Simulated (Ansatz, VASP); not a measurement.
**One calculation of NaB2, two programs**

```
CELL_PARAMETERS angstrom
0.00000 3.03642 3.03642
3.03642 0.00000 3.03642
3.03642 3.03642 0.00000
ATOMIC_POSITIONS crystal
Na 0.50000 0.50000 0.50000
Na 0.75000 0.75000 0.75000
B 0.12500 0.12500 0.12500
B 0.62500 0.12500 0.12500
B 0.12500 0.62500 0.12500
B 0.12500 0.12500 0.62500
```

Change from the starting cell: species swapped into the EuAl2 type (Fd-3m, No. 227).

Alike in both runs: functional PBE; k mesh 10 × 10 × 10; occupations gaussian, width 0.1 eV; no spin polarisation.

Ansatz relaxed the structure, and its values are those at the end. VASP's run is a single point on that final structure, the one shown.

|  | VASP | Ansatz |
| --- | --- | --- |
| version | VASP 6.6.1 | Ansatz 0.2.0 |
| potentials or method | VASP PAW PBE potentials, release 64 (Na_pv, B), cutoff 520 eV | scalar-relativistic, plane waves, PAW |
| valence electrons in the cell | 26 | 30 |

```tsv
	VASP	Ansatz	Ansatz less VASP
gap on the k mesh at the Fermi level (eV)	none	none	-
pressure (GPa)	0.2	0.0	-0.21
```

A gap of «none» marks a metal or a gap that the smearing closes. VASP's potentials hold 26 valence electrons a cell and Ansatz's 30, so a difference there can come from the potentials and not from the codes.
